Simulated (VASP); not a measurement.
# Ge (Cmcm) in VASP: single point with PBE

Aim: the single point of Ge with PBE.

All numbers are computed with VASP 6.6.1; they aren't measurements. Logs are shortened: lines on timing, memory, paths and dates and some standing lists are left out, and cuts for length are marked.

## 1. The cell of the first run

Symmetry: Cmcm, No. 63, orthorhombic system. The conventional cell has a = 3.076 Å, b = 5.436 Å, c = 4.877 Å, α = 90.00°, β = 90.00°, γ = 90.00°. Within 3.8 Å of Ge (site symmetry m2m) lie 12 Ge at 2.86 to 3.13 Å.

## 2. Single point, PBE (strained)

File INCAR:

```
SYSTEM = Ge
PREC = Accurate
ENCUT = 520
EDIFF = 1E-6
ISMEAR = 0
SIGMA = 0.1
LREAL = .False.
LASPH = .True.
NELM = 100
ALGO = Normal
ISIF = 2
LWAVE = .False.
LCHARG = .True.
GGA = PE
LELF = .True.
LVHAR = .True.
NBANDS = 21
```

File KPOINTS:

```
regular mesh
0
Gamma
  16 16 10
  0 0 0
```

File POSCAR:

```
Ge
1.0
    1.5378729369     -2.7179373665      0.0000000000
    1.5378729369      2.7179373665      0.0000000000
    0.0000000000      0.0000000000      4.8766568853
Ge
2
Direct
    0.6376481785      0.3623518215      0.2500000000
    0.3623518215      0.6376481785      0.7500000000
```

Potentials or basis: VASP PAW PBE potentials, release 64 (Ge_d).

Command:

```sh
cat potpaw_PBE.64/Ge_d/POTCAR > POTCAR
mpirun -np 1 vasp_std > vasp.out
```

OUTCAR:

```text
SYSTEM = Ge
   PREC = Accurate
   ENCUT = 520
   EDIFF = 1E-6
   ISMEAR = 0
   LREAL = .False.
   LASPH = .True.
   NELM = 100
   ISIF = 2
   GGA = PE

 ion  position               nearest neighbor table
   1  0.638  0.362  0.250-   2 2.86   2 2.86
   2  0.362  0.638  0.750-   1 2.86   1 2.86

  LATTYP: Found a base centered orthorhombic cell.
 ALAT       =     3.0757458738
 B/A-ratio  =     1.7673354549
 C/A-ratio  =     1.5855200935

  Lattice vectors:

 A1 = (   1.5378729369,  -2.7179373665,   0.0000000000)
 A2 = (   1.5378729369,   2.7179373665,   0.0000000000)
 A3 = (   0.0000000000,   0.0000000000,   4.8766568853)

Analysis of symmetry for initial positions (statically):
=====================================================================
 Subroutine PRICEL returns:
 Original cell was already a primitive cell.

 Routine SETGRP: Setting up the symmetry group for a
 base centered orthorhombic supercell.

 Subroutine GETGRP returns: Found  8 space group operations
 (whereof  4 operations were pure point group operations)
 out of a pool of  8 trial point group operations.

The static configuration has the point symmetry C_2h.
 The point group associated with its full space group is D_2h.

Analysis of symmetry for dynamics (positions and initial velocities):
=====================================================================
 Subroutine PRICEL returns:
 Original cell was already a primitive cell.

 Routine SETGRP: Setting up the symmetry group for a
 base centered orthorhombic supercell.

 Subroutine GETGRP returns: Found  8 space group operations
 (whereof  4 operations were pure point group operations)
 out of a pool of  8 trial point group operations.

The dynamic configuration has the point symmetry C_2h.
 The point group associated with its full space group is D_2h.

 Subroutine INISYM returns: Found  8 space group operations
 (whereof  4 operations are pure point group operations),
 and found     1 'primitive' translations

----------------------------------------------------------------------------------------

                                     Primitive cell

  volume of cell :      40.7673

  direct lattice vectors                    reciprocal lattice vectors
     1.537872937 -2.717937367  0.000000000     0.325124390 -0.183963032  0.000000000
     1.537872937  2.717937367  0.000000000     0.325124390  0.183963032  0.000000000
     0.000000000  0.000000000  4.876656885     0.000000000  0.000000000  0.205058511

  length of vectors
     3.122857137  3.122857137  4.876656885     0.373561596  0.373561596  0.205058511

  position of ions in fractional coordinates (direct lattice)
     0.637648179  0.362351821  0.250000000
     0.362351821  0.637648179  0.750000000

  ion indices of the primitive-cell ions
   primitive index   ion index
                 1           1
                 2           2

----------------------------------------------------------------------------------------

 KPOINTS: regular mesh

Automatic generation of k-mesh.
 Grid dimensions read from file:
 generate k-points for:   16   16   10

 Generating k-lattice:

  Cartesian coordinates                     Fractional coordinates (reciprocal lattice)
     0.020320274 -0.011497690  0.000000000     0.062500000  0.000000000  0.000000000
     0.020320274  0.011497690  0.000000000     0.000000000  0.062500000  0.000000000
     0.000000000  0.000000000  0.020505851     0.000000000  0.000000000  0.100000000

  Length of vectors
     0.023347600  0.023347600  0.020505851

  Shift w.r.t. Gamma in fractional coordinates (k-lattice)
     0.000000000  0.000000000  0.000000000

 Subroutine IBZKPT returns following result:
 ===========================================

 Found    438 irreducible k-points:

 Following reciprocal coordinates:
            Coordinates               Weight
  0.000000  0.000000  0.000000      1.000000
  0.062500 -0.000000  0.000000      4.000000
  0.125000 -0.000000  0.000000      4.000000
  0.187500 -0.000000  0.000000      4.000000
  0.250000 -0.000000  0.000000      4.000000
  0.312500 -0.000000  0.000000      4.000000
[... 16 lines left out ...]
 -0.125000  0.062500  0.000000      4.000000
 -0.062500  0.062500  0.000000      2.000000
 [... further k-points ...]
   k-points           NKPTS =    438   k-points in BZ     NKDIM =    438   number of bands    NBANDS=     21
   number of dos      NEDOS =    301   number of ions     NIONS =      2
   total plane-waves  NPLWV =  20736
   dimension x,y,z NGX =    24 NGY =   24 NGZ =   36
   dimension x,y,z NGXF=    48 NGYF=   48 NGZF=   72
   ions per type =               2
   NGX,Y,Z   is equivalent  to a cutoff of  12.78, 12.78, 12.27 a.u.
   NGXF,Y,Z  is equivalent  to a cutoff of  25.55, 25.55, 24.54 a.u.
 SYSTEM =  Ge
   PREC   = accura    normal or accurate (medium, high low for compatibility)
   ISTART =      0    job   : 0-new  1-cont  2-samecut
   ICHARG =      2    charge: 1-file 2-atom 10-const
   ISPIN  =      1    spin polarized calculation?
   LNONCOLLINEAR =      F non collinear calculations
   LSORBIT =      F    spin-orbit coupling
   LASPH  =      T    aspherical Exc in radial PAW
   ENCUT  =  520.0 eV  38.22 Ry    6.18 a.u.   5.81  5.81  9.07*2*pi/ulx,y,z
   NELM   =    100;   NELMIN=  2; NELMDL= -5     # of ELM steps
   EDIFF  = 0.1E-05   stopping-criterion for ELM
   LREAL  =      F    real-space projection
   EDIFFG = 0.1E-04   stopping-criterion for IOM
   NSW    =      0    number of steps for IOM
   IBRION =     -1    ionic relax: 0-MD 1-quasi-New 2-CG
   NFREE  =      0    steps in history (QN), initial steepest desc. (CG)
   ISIF   =      2    stress and relaxation
   ISYM   =      2    0-nonsym 1-usesym 2-fastsym
   POTIM  = 0.5000    time-step for ionic-motion
   TEBEG  =    0.0;   TEEND  =   0.0 temperature during run
   PSTRESS=    0.0 pullay stress
   NELECT =      28.0000    total number of electrons
   NUPDOWN=      -1.0000    fix difference up-down
   EMIN   =  10.00;   EMAX   =-10.00  energy-range for DOS
   EFERMI =   0.00;   METHOD = LEGACY
   ISMEAR =     0;   SIGMA  =   0.10  broadening in eV -4-tet -1-fermi 0-gaus
   EFERMI_NEDOS =   21; number of points for ismear=-14 and -15
   IALGO  =     38    algorithm
   IMIX   =      4    mixing-type and parameters
     AMIX     =   0.40;   BMIX     =  1.00
     AMIX_MAG =   1.60;   BMIX_MAG =  1.00
  volume/ion in A,a.u.               =      20.38       137.56
  Fermi-wavevector in a.u.,A,eV,Ry     =   1.444409  2.729537 28.386065  2.086317
  Thomas-Fermi vector in A             =   2.562707
   LORBIT       =      0    0 simple, 1 ext, 2 COOP (PROOUT), +10 PAW based schemes
   GGA     = PE    functional components
   LHFCALC =     F    Hartree Fock is set to
   AEXX    =    0.0000 exact exchange contribution
   IVDW    =     0    specifies the selected vdW correction
   LEPSILON=     F    determine dielectric tensor
   LRPA    =     F    only Hartree local field effects (RPA)
 non-spin polarized calculation
 Gauss-broadening in eV      SIGMA  =   0.10
  energy-cutoff  :      520.00
  volume of cell :       40.77
 maximum number of plane-waves:      1120
   NGX = 11   NGY = 11   NGZ = 19

 number of electron      27.9999995 magnetization

 Free energy of the ion-electron system (eV)
  ---------------------------------------------------
  ext. energy  EPLUGINS =         0.00000000
  ---------------------------------------------------
  free energy    TOTEN  =        -8.35160747 eV

  energy without entropy =       -8.34679880  energy(sigma->0) =       -8.34920314

 E-fermi :   5.9986     XC(G=0): -10.9132

 val. band max:        5.9950988798   @ k =  -0.2500   0.1875   0.4000
 cond. band min:       5.9994202933   @ k =  -0.0625   0.0625   0.4000
 fundamental gap:      0.0043214135
 Fermi energy:         5.9985811392

 k-point     1 :       0.0000    0.0000    0.0000
  band No.  band energies     occupation
      1     -18.7522      2.00000
      2     -18.7503      2.00000
      3     -18.7421      2.00000
      4     -18.7329      2.00000
      5     -18.7306      2.00000
      6     -18.7242      2.00000
[... 13 lines left out ...]
     20      18.0583      0.00000
     21      18.7710      0.00000

 k-point     2 :       0.0625   -0.0000    0.0000
  band No.  band energies     occupation
      1     -18.7515      2.00000
      2     -18.7489      2.00000
      3     -18.7426      2.00000
      4     -18.7331      2.00000
      5     -18.7306      2.00000
      6     -18.7209      2.00000
[... 13 lines left out ...]
     20      18.1571      0.00000
     21      19.2165      0.00000

 k-point     3 :       0.1250   -0.0000    0.0000
  band No.  band energies     occupation
      1     -18.7515      2.00000
      2     -18.7450      2.00000
      3     -18.7440      2.00000
      4     -18.7317      2.00000
      5     -18.7286      2.00000
      6     -18.7160      2.00000
[... 13 lines left out ...]
     20      18.6534      0.00000
     21      19.2226      0.00000

 k-point     4 :       0.1875   -0.0000    0.0000
  band No.  band energies     occupation
      1     -18.7552      2.00000
      2     -18.7460      2.00000
      3     -18.7403      2.00000
      4     -18.7290      2.00000
      5     -18.7218      2.00000
      6     -18.7121      2.00000
[... 13 lines left out ...]
     20      17.9489      0.00000
     21      18.9729      0.00000

 k-point     5 :       0.2500   -0.0000    0.0000
  band No.  band energies     occupation
      1     -18.7610      2.00000
      2     -18.7484      2.00000
      3     -18.7375      2.00000
      4     -18.7252      2.00000
      5     -18.7217      2.00000
      6     -18.7108      2.00000
[... 13 lines left out ...]
     20      17.1435      0.00000
     21      18.4609      0.00000
[... 382 lines left out ...]
     20      17.1987      0.00000
     21      18.6864      0.00000

 k-point    22 :      -0.1875    0.0625    0.0000
  band No.  band energies     occupation
      1     -18.7523      2.00000
      2     -18.7477      2.00000
      3     -18.7450      2.00000
      4     -18.7269      2.00000
      5     -18.7210      2.00000
      6     -18.7122      2.00000
[... 13 lines left out ...]
     20      18.0025      0.00000
     21      18.5322      0.00000

 k-point    23 :      -0.1250    0.0625    0.0000
  band No.  band energies     occupation
      1     -18.7524      2.00000
      2     -18.7492      2.00000
      3     -18.7436      2.00000
      4     -18.7298      2.00000
      5     -18.7253      2.00000
      6     -18.7191      2.00000
[... 13 lines left out ...]
     20      17.6585      0.00000
     21      19.6750      0.00000

 k-point    24 :      -0.0625    0.0625    0.0000
  band No.  band energies     occupation
      1     -18.7522      2.00000
      2     -18.7505      2.00000
      3     -18.7426      2.00000
      4     -18.7314      2.00000
      5     -18.7279      2.00000
      6     -18.7231      2.00000
[... 13 lines left out ...]
     20      17.4409      0.00000
     21      19.4947      0.00000

 [... further k-points ...]

------------------------ aborting loop because EDIFF is reached ----------------------------------------

  FORCE on cell =-STRESS in cart. coord.  units (eV):
  Direction    XX          YY          ZZ          XY          YZ          ZX
  --------------------------------------------------------------------------------------
  -------------------------------------------------------------------------------------
  Total       -0.8295934     -0.9792017     -0.4455008      0.0000000      0.0000000      0.0000000
  in kB      -32.6034678    -38.4831532    -17.5084219      0.0000000      0.0000000      0.0000000
  external PRESSURE =     -29.5316810 kB  Pullay stress =       0.0000000 kB

 VOLUME and BASIS-vectors are now :
 -----------------------------------------------------------------------------
  energy-cutoff  :      520.00
  volume of cell :       40.77
      direct lattice vectors                 reciprocal lattice vectors
     1.537872937 -2.717937367  0.000000000     0.325124390 -0.183963032  0.000000000
     1.537872937  2.717937367  0.000000000     0.325124390  0.183963032  0.000000000
     0.000000000  0.000000000  4.876656885     0.000000000  0.000000000  0.205058511

 POSITION                                       TOTAL-FORCE (eV/Angst)
 -----------------------------------------------------------------------------------
      1.53787     -0.74824      1.21916         0.000000      0.026868      0.000000
      1.53787      0.74824      3.65749         0.000000     -0.026868     -0.000000
 -----------------------------------------------------------------------------------
    total drift:                                0.000000      0.000000      0.000000

  FREE ENERGIE OF THE ION-ELECTRON SYSTEM (eV)
  ---------------------------------------------------
  free  energy   TOTEN  =        -8.3516074732 eV

  energy  without entropy=       -8.3467988033  energy(sigma->0) =       -8.34920314
```

Run time: 1.9 min. Hardware: 1 thread of Intel Xeon Platinum 8488C (Sapphire Rapids), shared host; peak memory 0.38 GiB.

What came out:

| Quantity | Value |
| --- | --- |
| Free energy | -8.3516 eV |
| Pressure | -3.0 GPa |
| Largest force | 0.027 eV/Å |
| Band gap on the k mesh | zero (band 14 reaches 11.44 eV, above the bottom of band 15 at 3.63 eV) |

Forces on the atoms (eV/Å):
```
Ge   0.000  0.027  0.000
Ge   0.000 -0.027  0.000
```

Stress tensor (GPa, compression positive):
```
-3.26  0.00  0.00
 0.00 -3.85  0.00
 0.00  0.00 -1.75
```

Caveat: the cell differs from its parent crystal (strained).
